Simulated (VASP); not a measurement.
# MgO in VASP: a series of runs, part 3 of 3

VASP 6.6.1.

**5. Single point, PBE (atoms displaced along a vibrational mode, the cell strained)**

INCAR

```
PREC = Accurate
ENCUT = 520
EDIFF = 1E-7
ISMEAR = 0
SIGMA = 0.05
LREAL = F
LASPH = T
NELM = 60
ALGO = Normal
ISIF = 2
LWAVE = F
LCHARG = F
GGA = PE
NBANDS = 16
```

KPOINTS

```
Automatic mesh
0
Gamma
  9 9 6
```

POSCAR

```
MgO
1.0
    3.4802931548      0.0000000000      0.0000000000
   -1.7401465774      3.0140222847      0.0000000000
    0.0000000000      0.0000000000      4.3381600378
Mg O
2 2
Direct
    0.6722747364      0.3333333333      0.7500000000
    0.3389414031      0.6666666667      0.2500000000
    0.6581471257      0.3333333333      0.2500000000
    0.3248137924      0.6666666667      0.7500000000
```

Potentials or basis: VASP PAW PBE potentials, release 64 (Mg, O).

Launch:

```bash
$ cat potpaw_PBE.64/Mg/POTCAR potpaw_PBE.64/O/POTCAR > POTCAR
$ mpirun -np 1 vasp_std > vasp.out
```

OUTCAR:

```text
PREC = Accurate
   ENCUT = 520
   EDIFF = 1E-7
   ISMEAR = 0
   LREAL = F
   LASPH = T
   NELM = 60
   ISIF = 2
   GGA = PE

 ion  position               nearest neighbor table
   1  0.672  0.333  0.750-   4 1.97   4 2.01   4 2.05   3 2.17   3 2.17   2 2.96   2 2.96   2 2.96
                             2 2.96   2 2.96   2 2.96
   2  0.339  0.667  0.250-   3 1.97   3 2.01   3 2.05   4 2.17   4 2.17   1 2.96   1 2.96   1 2.96
                             1 2.96   1 2.96   1 2.96
   3  0.658  0.333  0.250-   2 1.97   2 2.01   2 2.05   1 2.17   1 2.17
   4  0.325  0.667  0.750-   1 1.97   1 2.01   1 2.05   2 2.17   2 2.17

  LATTYP: Found a hexagonal cell.
 ALAT       =     3.4802931548
 C/A-ratio  =     1.2464927076

  Lattice vectors:

 A1 = (   3.4802931548,   0.0000000000,   0.0000000000)
 A2 = (  -1.7401465774,   3.0140222847,   0.0000000000)
 A3 = (   0.0000000000,   0.0000000000,   4.3381600378)

Analysis of symmetry for initial positions (statically):
=====================================================================
 Subroutine PRICEL returns:
 Original cell was already a primitive cell.

 Routine SETGRP: Setting up the symmetry group for a
 hexagonal supercell.

 Subroutine GETGRP returns: Found  4 space group operations
 (whereof  2 operations were pure point group operations)
 out of a pool of 24 trial point group operations.

The static configuration has the point symmetry C_2 .
 The point group associated with its full space group is C_2v.

Analysis of symmetry for dynamics (positions and initial velocities):
=====================================================================
 Subroutine PRICEL returns:
 Original cell was already a primitive cell.

 Routine SETGRP: Setting up the symmetry group for a
 hexagonal supercell.

 Subroutine GETGRP returns: Found  4 space group operations
 (whereof  2 operations were pure point group operations)
 out of a pool of 24 trial point group operations.

The dynamic configuration has the point symmetry C_2 .
 The point group associated with its full space group is C_2v.

 Subroutine INISYM returns: Found  4 space group operations
 (whereof  2 operations are pure point group operations),
 and found     1 'primitive' translations

----------------------------------------------------------------------------------------

                                     Primitive cell

  volume of cell :      45.5059

  direct lattice vectors                    reciprocal lattice vectors
     3.480293155  0.000000000  0.000000000     0.287332117  0.165891275  0.000000000
    -1.740146577  3.014022285  0.000000000     0.000000000  0.331782550  0.000000000
     0.000000000  0.000000000  4.338160038     0.000000000  0.000000000  0.230512473

  length of vectors
     3.480293155  3.480293155  4.338160038     0.331782550  0.331782550  0.230512473

  position of ions in fractional coordinates (direct lattice)
     0.672274736  0.333333333  0.750000000
     0.338941403  0.666666667  0.250000000
     0.658147126  0.333333333  0.250000000
     0.324813792  0.666666667  0.750000000

[... 30 lines left out ...]

 Found    100 irreducible k-points:

 Following reciprocal coordinates:
            Coordinates               Weight
  0.000000  0.000000  0.000000      1.000000
  0.111111 -0.000000  0.000000      4.000000
  0.000000  0.111111  0.000000      2.000000
  0.222222 -0.000000  0.000000      4.000000
  0.000000  0.222222  0.000000      2.000000
  0.333333 -0.000000  0.000000      4.000000
[... 16 lines left out ...]
 -0.222222 -0.444444  0.000000      4.000000
  0.444444  0.333333  0.000000      4.000000
 [... further k-points ...]
   k-points           NKPTS =    100   k-points in BZ     NKDIM =    100   number of bands    NBANDS=     16
   number of dos      NEDOS =    301   number of ions     NIONS =      4
   total plane-waves  NPLWV =  25088
   dimension x,y,z NGX =    28 NGY =   28 NGZ =   32
   dimension x,y,z NGXF=    56 NGYF=   56 NGZF=   64
   ions per type =               2   2
   NGX,Y,Z   is equivalent  to a cutoff of  13.37, 13.37, 12.26 a.u.
   NGXF,Y,Z  is equivalent  to a cutoff of  26.75, 26.75, 24.53 a.u.
 SYSTEM =  unknown system
   PREC   = accura    normal or accurate (medium, high low for compatibility)
   ISTART =      0    job   : 0-new  1-cont  2-samecut
   ICHARG =      2    charge: 1-file 2-atom 10-const
   ISPIN  =      1    spin polarized calculation?
   LNONCOLLINEAR =      F non collinear calculations
   LSORBIT =      F    spin-orbit coupling
   LASPH  =      T    aspherical Exc in radial PAW
   ENCUT  =  520.0 eV  38.22 Ry    6.18 a.u.   6.47  6.47  8.07*2*pi/ulx,y,z
   NELM   =     60;   NELMIN=  2; NELMDL= -5     # of ELM steps
   EDIFF  = 0.1E-06   stopping-criterion for ELM
   LREAL  =      F    real-space projection
   EDIFFG = 0.1E-05   stopping-criterion for IOM
   NSW    =      0    number of steps for IOM
   IBRION =     -1    ionic relax: 0-MD 1-quasi-New 2-CG
   NFREE  =      0    steps in history (QN), initial steepest desc. (CG)
   ISIF   =      2    stress and relaxation
   ISYM   =      2    0-nonsym 1-usesym 2-fastsym
   POTIM  = 0.5000    time-step for ionic-motion
   TEBEG  =    0.0;   TEEND  =   0.0 temperature during run
   PSTRESS=    0.0 pullay stress
   NELECT =      16.0000    total number of electrons
   NUPDOWN=      -1.0000    fix difference up-down
   EMIN   =  10.00;   EMAX   =-10.00  energy-range for DOS
   EFERMI =   0.00;   METHOD = LEGACY
   ISMEAR =     0;   SIGMA  =   0.05  broadening in eV -4-tet -1-fermi 0-gaus
   EFERMI_NEDOS =   21; number of points for ismear=-14 and -15
   IALGO  =     38    algorithm
   IMIX   =      4    mixing-type and parameters
     AMIX     =   0.40;   BMIX     =  1.00
     AMIX_MAG =   1.60;   BMIX_MAG =  1.00
  volume/ion in A,a.u.               =      11.38        76.77
  Fermi-wavevector in a.u.,A,eV,Ry     =   1.155471  2.183523 18.165304  1.335112
  Thomas-Fermi vector in A             =   2.292099
   LORBIT       =      0    0 simple, 1 ext, 2 COOP (PROOUT), +10 PAW based schemes
   GGA     = PE    functional components
   LHFCALC =     F    Hartree Fock is set to
   AEXX    =    0.0000 exact exchange contribution
   IVDW    =     0    specifies the selected vdW correction
   LEPSILON=     F    determine dielectric tensor
   LRPA    =     F    only Hartree local field effects (RPA)
 non-spin polarized calculation
 Gauss-broadening in eV      SIGMA  =   0.05
  energy-cutoff  :      520.00
  volume of cell :       45.51
 maximum number of plane-waves:      1264
 NGX is ok and might be reduce to    28
   NGX = 13   NGY = 13   NGZ = 17

 number of electron      15.9999996 magnetization

 Free energy of the ion-electron system (eV)
  ---------------------------------------------------
  ext. energy  EPLUGINS =         0.00000000
  ---------------------------------------------------
  free energy    TOTEN  =       -23.63483632 eV

  energy without entropy =      -23.63483632  energy(sigma->0) =      -23.63483632

 E-fermi :   2.1566     XC(G=0):  -9.9329

 val. band max:        1.8466506314   @ k =   0.0000   0.0000   0.0000
 cond. band min:       5.0572768456   @ k =   0.0000   0.0000   0.0000
 fundamental gap:      3.2106262142
 Fermi energy:         2.1565859803

 k-point     1 :       0.0000    0.0000    0.0000
  band No.  band energies     occupation
      1     -14.9867      2.00000
      2     -13.7389      2.00000
      3      -1.7911      2.00000
      4       0.1788      2.00000
      5       0.1810      2.00000
      6       0.9906      2.00000
[... 433 lines left out ...]
      3      -1.6296      2.00000
      4      -0.5298      2.00000
      5      -0.3297      2.00000
      6      -0.1825      2.00000
[... 8 lines left out ...]
     15      15.6221      0.00000
     16      16.6513      0.00000

 [... further k-points ...]

------------------------ aborting loop because EDIFF is reached ----------------------------------------

  FORCE on cell =-STRESS in cart. coord.  units (eV):
  Direction    XX          YY          ZZ          XY          YZ          ZX
  --------------------------------------------------------------------------------------
  -------------------------------------------------------------------------------------
  Total        0.5178145      0.4429683     -1.0893582      0.0000000      0.0000000      0.0000000
  in kB       18.2312707     15.5960768    -38.3542461      0.0000000      0.0000000      0.0000000
  external PRESSURE =      -1.5089662 kB  Pullay stress =       0.0000000 kB

 VOLUME and BASIS-vectors are now :
 -----------------------------------------------------------------------------
  energy-cutoff  :      520.00
  volume of cell :       45.51
      direct lattice vectors                 reciprocal lattice vectors
     3.480293155  0.000000000  0.000000000     0.287332117  0.165891275  0.000000000
    -1.740146577  3.014022285  0.000000000     0.000000000  0.331782550  0.000000000
     0.000000000  0.000000000  4.338160038     0.000000000  0.000000000  0.230512473

 POSITION                                       TOTAL-FORCE (eV/Angst)
 -----------------------------------------------------------------------------------
      1.75966      1.00467      3.25362        -0.460126     -0.038078      0.000000
      0.01952      2.00935      1.08454        -0.460126      0.038078     -0.000000
      1.71050      1.00467      1.08454         0.460126     -0.038366     -0.000000
     -0.02965      2.00935      3.25362         0.460126      0.038366      0.000000
 -----------------------------------------------------------------------------------
    total drift:                                0.000117     -0.000001     -0.000000

  FREE ENERGIE OF THE ION-ELECTRON SYSTEM (eV)
  ---------------------------------------------------
  free  energy   TOTEN  =       -23.6348363228 eV

  energy  without entropy=      -23.6348363228  energy(sigma->0) =      -23.63483632
```

OSZICAR:

```text
N       E                     dE             d eps       ncg     rms          rms(c)
DAV:   1     0.607139209377E+02    0.60714E+02   -0.74656E+03  3200   0.886E+02
DAV:   2    -0.237167860773E+02   -0.84431E+02   -0.77002E+02  4520   0.194E+02
DAV:   3    -0.275934624280E+02   -0.38767E+01   -0.38663E+01  3544   0.435E+01
DAV:   4    -0.276093722877E+02   -0.15910E-01   -0.15910E-01  3784   0.323E+00
DAV:   5    -0.276094525148E+02   -0.80227E-04   -0.80227E-04  3616   0.222E-01    0.112E+01
DAV:   6    -0.236992144384E+02    0.39102E+01   -0.10594E+01  3312   0.250E+01    0.365E+00
DAV:   7    -0.236501881524E+02    0.49026E-01   -0.15652E-01  3272   0.321E+00    0.213E+00
DAV:   8    -0.236366638014E+02    0.13524E-01   -0.96830E-02  3312   0.333E+00    0.523E-01
DAV:   9    -0.236339193364E+02    0.27445E-02   -0.61195E-03  3968   0.710E-01    0.117E-01
DAV:  10    -0.236348139102E+02   -0.89457E-03   -0.90095E-04  3208   0.206E-01    0.295E-02
DAV:  11    -0.236348359422E+02   -0.22032E-04   -0.25535E-05  3488   0.366E-02    0.185E-02
DAV:  12    -0.236348366885E+02   -0.74626E-06   -0.72354E-06  3224   0.213E-02    0.560E-03
DAV:  13    -0.236348363894E+02    0.29906E-06   -0.62731E-07  3616   0.717E-03    0.182E-03
DAV:  14    -0.236348363228E+02    0.66629E-07   -0.49565E-08  2456   0.188E-03
   1 F= -.23634836E+02 E0= -.23634836E+02  d E =-.119245E-20
```

stdout:

```text
POSCAR found type information on POSCAR MgO
 POSCAR found :  2 types and       4 ions
 scaLAPACK will be used
 LDA part: xc-table for (Slater+PW92), standard interpolation
 POSCAR, INCAR and KPOINTS ok, starting setup
 FFT: planning ... GRIDC
 FFT: planning ... GRID_SOFT
 FFT: planning ... GRID
 WAVECAR not read
 entering main loop
```

It took 32 s on 1 thread of Intel Xeon Platinum 8488C (Sapphire Rapids), shared host; peak memory 0.21 GiB.

Results:

| Quantity | Value |
| --- | --- |
| Free energy | -23.6348 eV |
| Pressure | -0.2 GPa |
| Largest force | 0.462 eV/Å |
| Band gap on the k mesh | 3.21 eV |

Forces in eV/Å, atoms in the order of the input:
```
Mg  -0.460 -0.038  0.000
Mg  -0.460  0.038  0.000
O    0.460 -0.038  0.000
O    0.460  0.038  0.000
```

Levels at points of the mesh, in eV from the valence-band top:
```csv
k point,band 6,band 7,band 8,band 9,band 10,band 11
"(0.00, 0.00, 0.00)",-0.86,-0.86,0.00,3.21,9.03,11.59
"(0.00, 0.00, 0.50)",-1.32,-1.23,-1.23,6.20,6.20,12.86
```

Caveat: the cell differs from its parent crystal (atoms displaced along a vibrational mode, the cell strained).

**6. Single point, PBE (atoms displaced along a vibrational mode, the cell strained)**

INCAR

```
SYSTEM = MgO
ALGO = Normal ; EDIFF = 1E-6
ENCUT = 520 ; GGA = PE
ISIF = 2 ; ISMEAR = 0
LASPH = .TRUE. ; LCHARG = .TRUE.
LELF = .TRUE. ; LREAL = .FALSE.
LVHAR = .TRUE. ; LWAVE = .FALSE.
NBANDS = 16 ; NELM = 80
PREC = Accurate ; SIGMA = 0.05
```

KPOINTS

```
k-points
0
G
  9 9 6
  0 0 0
```

POSCAR

```
MgO
1.0
    3.3980704147      0.0000000000      0.0000000000
   -1.6990352074      2.9428153030      0.0000000000
    0.0000000000      0.0000000000      4.5361391971
Mg O
2 2
Direct
    0.6778828062      0.3333333333      0.7500000000
    0.3445494728      0.6666666667      0.2500000000
    0.6496275848      0.3333333333      0.2500000000
    0.3162942515      0.6666666667      0.7500000000
```

Potentials or basis: VASP PAW PBE potentials, release 64 (Mg, O).

Launch:

```bash
$ cat potpaw_PBE.64/Mg/POTCAR potpaw_PBE.64/O/POTCAR > POTCAR
$ mpirun -np 1 vasp_std > vasp.out
```

It took 35 s on 1 thread of Intel Xeon Platinum 8488C (Sapphire Rapids), shared host; peak memory 0.22 GiB.

The run converged. Its results:

| Quantity | Value |
| --- | --- |
| Free energy | -23.4199 eV |
| Pressure | 3.1 GPa |
| Largest force | 1.193 eV/Å |
| Band gap on the k mesh | 3.15 eV |

Forces in eV/Å, atoms in the order of the input:
```
Mg  -1.177 -0.193  0.000
Mg  -1.177  0.193  0.000
O    1.177 -0.195  0.000
O    1.177  0.195  0.000
```

Stress tensor (GPa, compression positive):
```
 8.88  0.00  0.00
 0.00  7.70  0.00
 0.00  0.00 -7.32
```

Levels at points of the mesh, in eV from the valence-band top:
```csv
k point,band 6,band 7,band 8,band 9,band 10,band 11
"(0.00, 0.00, 0.00)",-0.98,-0.98,0.00,3.15,8.86,10.98
"(0.00, 0.00, 0.50)",-1.40,-1.23,-1.23,6.09,6.09,13.31
```

Caveat: the cell differs from its parent crystal (atoms displaced along a vibrational mode, the cell strained); the cell stands under pressure; forces of over 1 eV/Å act on the atoms, so gaps and moduli don't describe the material at rest.

**7. Summary**

```csv
cell,gap on the mesh (eV),pressure (GPa),largest force (eV/Å)
"a = 3.604, b = 3.604, c = 4.041 Å, angles 90.0, 90.0, 120.0°, 4 atoms, atomic positions A",3.37,1.3,-
"a = 3.439, b = 3.439, c = 4.437 Å, angles 90.0, 90.0, 120.0°, 4 atoms, atomic positions A",3.18,0.5,-
"a = 3.645, b = 3.645, c = 3.943 Å, angles 90.0, 90.0, 120.0°, 4 atoms, atomic positions B",3.42,3.7,0.26
"a = 3.480, b = 3.480, c = 4.338 Å, angles 90.0, 90.0, 120.0°, 4 atoms, atomic positions B",3.21,-0.2,0.46
"a = 3.398, b = 3.398, c = 4.536 Å, angles 90.0, 90.0, 120.0°, 4 atoms, atomic positions C",3.15,3.1,1.19
```

Alike in all rows: task single point; level PBE; potentials or basis VASP PAW PBE potentials, release 64 (Mg, O); no spin polarisation; k mesh 9 × 9 × 6; cutoff (eV) 520; smearing gaussian 0.05 eV.

Caveats: the cell stands under pressure (at least some runs); forces of over 1 eV/Å act on the atoms, so gaps and moduli don't describe the material at rest (at least some runs).

Total energies depend on the potentials used, so only differences within one code and one set of settings carry meaning.
